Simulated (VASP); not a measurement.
# SnO: single point with PBEsol

Crystal: SnO.

```
Sn O
1.0
     3.28940    0.00000    0.00000
    -1.64470    2.84871    0.00000
     0.00000    0.00000   16.80049
Sn O
4 4
Direct
  0.00000 0.00000 0.00117
  0.33333 0.66667 0.25025
  0.00000 0.00000 0.50117
  0.66667 0.33333 0.75025
  0.00000 0.00000 0.18631
  0.33333 0.66667 0.43727
  0.00000 0.00000 0.68631
  0.66667 0.33333 0.93727
```

| Property | Result |
| --- | --- |
| Program | VASP 6.6.1 |
| Task | single point |
| Functional | PBEsol |
| Potentials or basis | VASP PAW PBE potentials, release 64 (Sn_d, O) |
| Cutoff | 520 eV |
| k mesh | 9 × 9 × 2 |
| Occupations | fermi-dirac, width 0.03 eV |
| Spin | no spin polarisation |
| Dipole correction | no |
| Further INCAR settings | ALGO = Normal; EDIFF = 1e-07; NBANDS = 50 |

| Item | Value |
| --- | --- |
| Pressure | 0.2 GPa |
| Largest force | 0.067 eV/Å |
| Band gap on the k mesh | 1.32 eV (least direct gap 1.57 eV) |

Forces in eV/Å, atoms in the order of the input:
```
Sn   0.000  0.000  0.066
Sn   0.000  0.000  0.067
Sn   0.000  0.000  0.066
Sn   0.000  0.000  0.067
O    0.000  0.000 -0.067
O    0.000  0.000 -0.066
O    0.000  0.000 -0.067
O    0.000  0.000 -0.066
```

Stress tensor (GPa, compression positive):
```
0.24 0.00 0.00
0.00 0.24 0.00
0.00 0.00 0.13
```

Levels at points of the mesh, in eV from the valence-band top:
| k point | band 37 | band 38 | band 39 | band 40 | band 41 | band 42 | band 43 | band 44 |
| --- | --- | --- | --- | --- | --- | --- | --- | --- |
| (0.00, 0.00, 0.00) | -2.64 | -1.83 | -1.79 | -0.83 | 1.32 | 2.21 | 2.25 | 3.03 |
| (0.00, 0.00, 0.50) | -2.41 | -2.41 | -1.16 | -1.16 | 1.62 | 1.62 | 2.79 | 2.79 |

Wall time 2.3 min on 1 thread of AMD EPYC 9R45 96-Core Processor (Zen 5), on a shared host, peak memory 0.29 GiB.

Caveat: the PAW data sets were made with another functional, which shifts forces and pressure a little; spin-orbit coupling is left out, which moves the levels of the heavy elements; an odd mesh through Γ misses points on the zone boundary, where band edges can lie.
